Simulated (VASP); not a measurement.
# Be3Si (I4/mmm) in VASP: density of states with PBE

Aim: the density of states of Be3Si with PBE.

Everything below comes from runs of VASP 6.6.1. Logs are shortened: lines on timing, memory, paths and dates and some standing lists are left out, and cuts for length are marked.

**1. The cell of the first run**

It takes space group I4/mmm (No. 139, tetragonal). Conventional cell: a = 3.411 Å, b = 3.411 Å, c = 6.846 Å, α = 90.00°, β = 90.00°, γ = 90.00°. Within 3.2 Å of Be (site symmetry -4m2) lie 8 Be at 2.41 to 2.42 Å and 4 Si at 2.42 Å. Be (site symmetry 4/mmm) has 4 Si at 2.41 Å and 8 Be at 2.42 Å within 3.2 Å. Within 3.2 Å of Si (site symmetry 4/mmm) lie 12 Be at 2.41 to 2.42 Å.

**2. Density of states, PBE**

File POSCAR:

```
Be3Si
1.0
    4.1875710027     -0.0000000038     -0.0000000047
    1.4089140528      3.9434391202     -0.0000000047
   -2.7982425251     -1.9717195563      2.4120347561
Be Si
3 1
Direct
    0.7500000000      0.2500000000      0.5000000000
    0.2500000000      0.7500000000      0.5000000000
    0.5000000000      0.5000000000      0.0000000000
    0.0000000000      0.0000000000      0.0000000000
```

File INCAR.step1:

```
SYSTEM = Be3Si
  PREC = Accurate
  ENCUT = 520
  EDIFF = 1E-6
  ISMEAR = -1
  SIGMA = 0.1
  LREAL = .False.
  LASPH = .True.
  NELM = 120
  ALGO = Normal
  ISIF = 2
  LWAVE = .False.
  LCHARG = .True.
  GGA = PE
  NBANDS = 13
  GGA_COMPAT = .False.
  NEDOS = 2001
  LORBIT = 11
```

File KPOINTS.step1:

```
regular mesh
0
Gamma
  9 9 9
  0 0 0
```

File INCAR.step2:

```
SYSTEM = Be3Si
  PREC = Accurate
  ENCUT = 520
  EDIFF = 1E-6
  ISMEAR = -5
  SIGMA = 0.1
  LREAL = .False.
  LASPH = .True.
  NELM = 120
  ALGO = Normal
  ISIF = 2
  LWAVE = .False.
  LCHARG = .False.
  GGA = PE
  LORBIT = 11
  NBANDS = 13
  NEDOS = 1001
  ICHARG = 11
  GGA_COMPAT = .False.
```

File KPOINTS.step2:

```
regular mesh
0
Gamma
  14 14 14
  0 0 0
```

Potentials or basis: VASP PAW PBE potentials, release 64 (Be, Si).

On the command line:

```
> cat potpaw_PBE.64/Be/POTCAR potpaw_PBE.64/Si/POTCAR > POTCAR
> cp INCAR.step1 INCAR
> cp KPOINTS.step1 KPOINTS
> mpirun -np 1 vasp_std > vasp.out
> cp INCAR.step2 INCAR
> cp KPOINTS.step2 KPOINTS
> mpirun -np 1 vasp_std > vasp.out
```

OUTCAR:

```text
SYSTEM = Be3Si
   PREC = Accurate
   ENCUT = 520
   EDIFF = 1E-6
   ISMEAR = -5
   LREAL = .False.
   LASPH = .True.
   NELM = 120
   ISIF = 2
   GGA = PE
   LORBIT = 11
   ICHARG = 11

 ion  position               nearest neighbor table
   1  0.750  0.250  0.500-   4 2.42   4 2.42   4 2.42   4 2.42
   2  0.250  0.750  0.500-   4 2.42   4 2.42   4 2.42   4 2.42
   3  0.500  0.500  0.000-   4 2.41   4 2.41   4 2.41   4 2.41
   4  0.000  0.000  0.000-   3 2.41   3 2.41   3 2.41   3 2.41   2 2.42   1 2.42   1 2.42   2 2.42
                             1 2.42   2 2.42   2 2.42   1 2.42

  LATTYP: Found a body centered tetragonal cell.
 ALAT       =     3.4111322584
 C/A-ratio  =     2.0070361982

  Lattice vectors:

 A1 = (   4.1875710027,  -0.0000000038,  -0.0000000047)
 A2 = (   1.4089140528,   3.9434391202,  -0.0000000047)
 A3 = (  -2.7982425251,  -1.9717195563,   2.4120347561)

Analysis of symmetry for initial positions (statically):
=====================================================================
 Subroutine PRICEL returns:
 Original cell was already a primitive cell.

 Routine SETGRP: Setting up the symmetry group for a
 body centered tetragonal supercell.

 Subroutine GETGRP returns: Found 16 space group operations
 (whereof 16 operations were pure point group operations)
 out of a pool of 16 trial point group operations.

The static configuration has the point symmetry D_4h.

Analysis of symmetry for dynamics (positions and initial velocities):
=====================================================================
 Subroutine PRICEL returns:
 Original cell was already a primitive cell.

 Routine SETGRP: Setting up the symmetry group for a
 body centered tetragonal supercell.

 Subroutine GETGRP returns: Found 16 space group operations
 (whereof 16 operations were pure point group operations)
 out of a pool of 16 trial point group operations.

The dynamic configuration has the point symmetry D_4h.

 Subroutine INISYM returns: Found 16 space group operations
 (whereof 16 operations are pure point group operations),
 and found     1 'primitive' translations

----------------------------------------------------------------------------------------

                                     Primitive cell

  volume of cell :      39.8310

  direct lattice vectors                    reciprocal lattice vectors
     4.187571003 -0.000000004 -0.000000005     0.238801921 -0.085319279  0.207293862
     1.408914053  3.943439120 -0.000000005     0.000000000  0.253585758  0.207293862
    -2.798242525 -1.971719556  2.412034756     0.000000000  0.000000000  0.414587725

  length of vectors
     4.187571003  4.187571003  4.187571003     0.327530887  0.327530887  0.414587725

  position of ions in fractional coordinates (direct lattice)
     0.750000000  0.250000000  0.500000000
     0.250000000  0.750000000  0.500000000
     0.500000000  0.500000000  0.000000000
     0.000000000  0.000000000  0.000000000

  ion indices of the primitive-cell ions
   primitive index   ion index
                 1           1
                 2           2
                 3           3
                 4           4

----------------------------------------------------------------------------------------

 KPOINTS: regular mesh

Automatic generation of k-mesh.
 Grid dimensions read from file:
 generate k-points for:   14   14   14

 Generating k-lattice:

  Cartesian coordinates                     Fractional coordinates (reciprocal lattice)
     0.017057280 -0.006094234  0.014806704     0.071428571  0.000000000 -0.000000000
     0.000000000  0.018113268  0.014806704    -0.000000000  0.071428571  0.000000000
     0.000000000  0.000000000  0.029613409     0.000000000  0.000000000  0.071428571

  Length of vectors
     0.023395063  0.023395063  0.029613409

  Shift w.r.t. Gamma in fractional coordinates (k-lattice)
     0.000000000  0.000000000  0.000000000

 TETIRR: Found   3499 inequivalent tetrahedra from    16464

 Subroutine IBZKPT returns following result:
 ===========================================

 Found    244 irreducible k-points:

 Following reciprocal coordinates:
            Coordinates               Weight
  0.000000  0.000000  0.000000      1.000000
  0.071429 -0.000000  0.000000      8.000000
  0.142857  0.000000  0.000000      8.000000
  0.214286 -0.000000  0.000000      8.000000
  0.285714  0.000000 -0.000000      8.000000
  0.357143  0.000000 -0.000000      8.000000
[... 16 lines left out ...]
  0.214286  0.142857  0.000000     16.000000
  0.285714  0.142857  0.000000     16.000000
 [... further k-points ...]
   k-points           NKPTS =    244   k-points in BZ     NKDIM =    244   number of bands    NBANDS=     13
   number of dos      NEDOS =   1001   number of ions     NIONS =      4
   total plane-waves  NPLWV =  32768
   dimension x,y,z NGX =    32 NGY =   32 NGZ =   32
   dimension x,y,z NGXF=    64 NGYF=   64 NGZF=   64
   ions per type =               3   1
   NGX,Y,Z   is equivalent  to a cutoff of  12.70, 12.70, 12.70 a.u.
   NGXF,Y,Z  is equivalent  to a cutoff of  25.41, 25.41, 25.41 a.u.
 SYSTEM =  Be3Si
   PREC   = accura    normal or accurate (medium, high low for compatibility)
   ISTART =      0    job   : 0-new  1-cont  2-samecut
   ICHARG =     11    charge: 1-file 2-atom 10-const
   ISPIN  =      1    spin polarized calculation?
   LNONCOLLINEAR =      F non collinear calculations
   LSORBIT =      F    spin-orbit coupling
   LASPH  =      T    aspherical Exc in radial PAW
   ENCUT  =  520.0 eV  38.22 Ry    6.18 a.u.   7.79  7.79  7.79*2*pi/ulx,y,z
   NELM   =    120;   NELMIN=  2; NELMDL=  0     # of ELM steps
   EDIFF  = 0.1E-05   stopping-criterion for ELM
   LREAL  =      F    real-space projection
   EDIFFG = 0.1E-04   stopping-criterion for IOM
   NSW    =      0    number of steps for IOM
   IBRION =     -1    ionic relax: 0-MD 1-quasi-New 2-CG
   NFREE  =      0    steps in history (QN), initial steepest desc. (CG)
   ISIF   =      2    stress and relaxation
   ISYM   =      2    0-nonsym 1-usesym 2-fastsym
   POTIM  = 0.5000    time-step for ionic-motion
   TEBEG  =    0.0;   TEEND  =   0.0 temperature during run
   PSTRESS=    0.0 pullay stress
   NELECT =      10.0000    total number of electrons
   NUPDOWN=      -1.0000    fix difference up-down
   EMIN   =  10.00;   EMAX   =-10.00  energy-range for DOS
   EFERMI =   0.00;   METHOD = LEGACY
   ISMEAR =    -5;   SIGMA  =   0.10  broadening in eV -4-tet -1-fermi 0-gaus
   EFERMI_NEDOS =   21; number of points for ismear=-14 and -15
   IALGO  =     38    algorithm
   IMIX   =      4    mixing-type and parameters
     AMIX     =   0.40;   BMIX     =  1.00
     AMIX_MAG =   1.60;   BMIX_MAG =  1.00
  volume/ion in A,a.u.               =       9.96        67.20
  Fermi-wavevector in a.u.,A,eV,Ry     =   1.032764  1.951641 14.512002  1.066602
  Thomas-Fermi vector in A             =   2.166978
   LORBIT       =     11    0 simple, 1 ext, 2 COOP (PROOUT), +10 PAW based schemes
   GGA     = PE    functional components
   LHFCALC =     F    Hartree Fock is set to
   AEXX    =    0.0000 exact exchange contribution
   IVDW    =     0    specifies the selected vdW correction
   LEPSILON=     F    determine dielectric tensor
   LRPA    =     F    only Hartree local field effects (RPA)
 non-spin polarized calculation
 Fermi weights with tetrahedron method with Bloechl corrections
  energy-cutoff  :      520.00
  volume of cell :       39.83
 maximum number of plane-waves:      1089

 number of electron      10.0000000 magnetization

 Free energy of the ion-electron system (eV)
  ---------------------------------------------------
  ext. energy  EPLUGINS =         0.00000000
  ---------------------------------------------------
  free energy    TOTEN  =       -15.63982735 eV

  energy without entropy =      -15.63982735  energy(sigma->0) =      -15.63982735

 E-fermi :   7.9292     XC(G=0): -10.6667

 val. band max:        8.0655376072   @ k =   0.0000   0.0000   0.0000
 cond. band min:       7.8039508310   @ k =   0.2143   0.2143   0.2143
 fundamental gap:     -0.2615867763
 Fermi energy:         7.9291738012

 k-point     1 :       0.0000    0.0000    0.0000
  band No.  band energies     occupation
      1      -4.7592      2.00000
      2       4.5456      2.00000
      3       7.3287      2.00000
      4       7.3287      2.00000
      5       8.0655      1.08720
      6       8.0655      0.00000
      7       8.7671      0.00000
      8       9.0672      0.00000
      9      10.1289      0.00000
     10      12.4103      0.00000
     11      14.9665      0.00000
     12      15.4773      0.00000
     13      15.4773      0.00000

 k-point     2 :       0.0714   -0.0000    0.0000
  band No.  band energies     occupation
      1      -4.6928      2.00000
      2       4.4715      2.00000
      3       6.4766      2.00000
      4       7.2089      2.00000
      5       7.6143      1.89263
      6       8.3371      0.00000
      7       8.9616      0.00000
      8       9.7036      0.00000
      9      10.6812      0.00000
     10      12.6613      0.00000
     11      14.7436      0.00000
     12      15.1090      0.00000
     13      15.4439      0.00000

 k-point     3 :       0.1429    0.0000    0.0000
  band No.  band energies     occupation
      1      -4.4945      2.00000
      2       4.2481      2.00000
      3       5.1471      2.00000
      4       6.8196      2.00000
      5       7.0709      2.06905
      6       8.9290      0.00000
      7       9.4642      0.00000
      8      10.5144      0.00000
      9      11.5948      0.00000
     10      13.4604      0.00000
     11      13.4829      0.00000
     12      15.3773      0.00000
     13      15.5850      0.00000

 k-point     4 :       0.2143   -0.0000    0.0000
  band No.  band energies     occupation
      1      -4.1667      2.00000
      2       3.4778      2.00000
      3       4.3254      2.00000
      4       6.0740      2.00000
      5       7.0489      2.00531
      6       9.7015      0.00000
      7      10.2034      0.00000
      8      10.8931      0.00000
      9      12.2387      0.00000
     10      12.6458      0.00000
     11      14.4160      0.00000
     12      15.4383      0.00000
     13      16.4806      0.00000

 k-point     5 :       0.2857    0.0000   -0.0000
  band No.  band energies     occupation
      1      -3.7158      2.00000
      2       2.2216      2.00000
      3       4.1080      2.00000
      4       5.4427      2.00000
      5       7.1677      2.00731
      6      10.5614      0.00000
      7      11.0253      0.00000
      8      11.0983      0.00000
      9      11.1735      0.00000
     10      13.6476      0.00000
     11      14.8845      0.00000
     12      16.1418      0.00000
     13      17.5262      0.00000
[... 257 lines left out ...]
 k-point    22 :       0.1429    0.1429    0.0000
  band No.  band energies     occupation
      1      -4.1300      2.00000
      2       3.4493      2.00000
      3       4.6526      2.00000
      4       4.9248      2.00000
      5       7.9078      1.46176
      6       8.4862     -0.01400
      7      10.6238      0.00000
      8      11.9925      0.00000
      9      12.1829      0.00000
     10      12.8341      0.00000
     11      14.9673      0.00000
     12      16.0650      0.00000
     13      16.1795      0.00000

 k-point    23 :       0.2143    0.1429    0.0000
  band No.  band energies     occupation
      1      -3.7542      2.00000
      2       2.9364      2.00000
      3       3.6698      2.00000
      4       4.7538      2.00000
      5       7.5435      1.82614
      6       9.0865     -0.00538
      7      10.3500      0.00000
      8      12.3845      0.00000
      9      12.8840      0.00000
     10      13.7206      0.00000
     11      15.8126      0.00000
     12      16.3871      0.00000
     13      16.8131      0.00000

 k-point    24 :       0.2857    0.1429    0.0000
  band No.  band energies     occupation
      1      -3.2596      2.00000
      2       1.9247      2.00000
      3       3.2491      2.00000
      4       4.7930      2.00000
      5       7.0942      2.07772
      6       9.4710     -0.01991
      7      10.1987      0.00000
      8      12.7623      0.00000
      9      13.5186      0.00000
     10      15.2442      0.00000
     11      15.8669      0.00000
     12      16.3377      0.00000
     13      16.8072      0.00000

 [... further k-points ...]
[... 5 lines left out ...]
  --------------------------------------------------------------------------------------
  -------------------------------------------------------------------------------------
  Total       -0.2393488     -0.2132456     -0.1875053     -0.0365304      0.0000000      0.0000000
  in kB       -9.6276639     -8.5776781     -7.5422884     -1.4694135      0.0000000      0.0000000
  external PRESSURE =      -8.5825435 kB  Pullay stress =       0.0000000 kB

 VOLUME and BASIS-vectors are now :
 -----------------------------------------------------------------------------
  energy-cutoff  :      520.00
  volume of cell :       39.83
      direct lattice vectors                 reciprocal lattice vectors
     4.187571003 -0.000000004 -0.000000005     0.238801921 -0.085319279  0.207293862
     1.408914053  3.943439120 -0.000000005     0.000000000  0.253585758  0.207293862
    -2.798242525 -1.971719556  2.412034756     0.000000000  0.000000000  0.414587725

 POSITION                                       TOTAL-FORCE (eV/Angst)
 -----------------------------------------------------------------------------------
      2.09379     -0.00000      1.20602        -0.000000      0.000000      0.000000
      0.70446      1.97172      1.20602         0.000000      0.000000     -0.000000
      2.79824      1.97172     -0.00000         0.000000     -0.000000      0.000000
      0.00000      0.00000      0.00000         0.000000     -0.000000      0.000000
 -----------------------------------------------------------------------------------
    total drift:                               -0.000000     -0.000000      0.000000

  FREE ENERGIE OF THE ION-ELECTRON SYSTEM (eV)
  ---------------------------------------------------
  free  energy   TOTEN  =       -15.6398273456 eV

  energy  without entropy=      -15.6398273456  energy(sigma->0) =      -15.63982735

 total charge

# of ion       s       p       d       tot
------------------------------------------
    1        0.398   0.618   0.000   1.017
    2        0.398   0.618   0.000   1.017
    3        0.401   0.632   0.000   1.032
    4        0.755   0.904   0.000   1.659
--------------------------------------------------
tot          1.953   2.772   0.000   4.725
```

Wall time 68 s (1 thread of AMD EPYC 7R13 (Zen 3), shared host); peak memory 0.23 GiB.

Results:

```yaml
Valence_electrons_inside_the_program's_atomic_spheres: Be 1.02, 1.03; Si 1.66
```

Levels at points of the mesh, in eV from the Fermi level:
```
           k point  band 3  band 4  band 5  band 6  band 7  band 8
(0.00, 0.00, 0.00)   -0.60   -0.60    0.14    0.14    0.84    1.14
(0.50, 0.00, 0.00)   -3.89   -3.49    0.29    0.74    3.16    5.22
(0.50, 0.50, 0.00)   -5.82   -5.14   -3.12   -1.47    2.54    3.03
(0.50, 0.50, 0.50)   -3.25   -3.25    0.86    1.30    7.41    7.46
```

Caveat: tetrahedron occupations give inexact forces and stress in metals.
